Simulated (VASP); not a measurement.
Wanted: the native input for a VASP 6.6.1 run.

| Item | Value |
| --- | --- |
| Task | single point |
| Functional | PBE |
| Potentials or basis | VASP PAW PBE potentials, release 64 (P) |
| Cutoff | 520 eV |
| k mesh | 10 × 10 × 7 |
| Occupations | methfessel-paxton, width 0.3 eV |
| Spin | no spin polarisation |
| Dipole correction | no |
| Further INCAR settings | ALGO = Normal; EDIFF = 1e-06; NBANDS = 18 |

The structure of P lies in POSCAR:

```
P
1.0
    1.6601582724     -5.6150920368      0.0000000000
    1.6601582724      5.6150920368      0.0000000000
    0.0000000000      0.0000000000      4.5441911093
P
4
Direct
    0.0944674488      0.9055325512      0.9141610962
    0.5944674488      0.4055325512      0.5858389038
    0.9055325512      0.0944674488      0.0858389038
    0.4055325512      0.5944674488      0.4141610962
```

The input as run:

INCAR

```
SYSTEM = P
PREC = Accurate
ENCUT = 520
EDIFF = 1E-6
ISMEAR = 1
SIGMA = 0.3
LREAL = .FALSE.
LASPH = .TRUE.
NELM = 100
ALGO = Normal
ISIF = 2
LWAVE = .FALSE.
LCHARG = .TRUE.
GGA = PE
LELF = .TRUE.
LVHAR = .TRUE.
NBANDS = 18
```

KPOINTS

```
regular mesh
0
G
  10 10 7
  0 0 0
```

Potentials or basis: VASP PAW PBE potentials, release 64 (P).

Command:

```console
$ cat potpaw_PBE.64/P/POTCAR > POTCAR
$ mpirun -np 1 vasp_std > vasp.out
```

It gave:

| Item | Value |
| --- | --- |
| Pressure | -0.4 GPa |
| Largest force | 0.055 eV/Å |

It took 110 s on 1 thread of Intel(R) Xeon(R) 6975P-C (Granite Rapids), with other jobs on the host, peak memory 0.33 GiB.
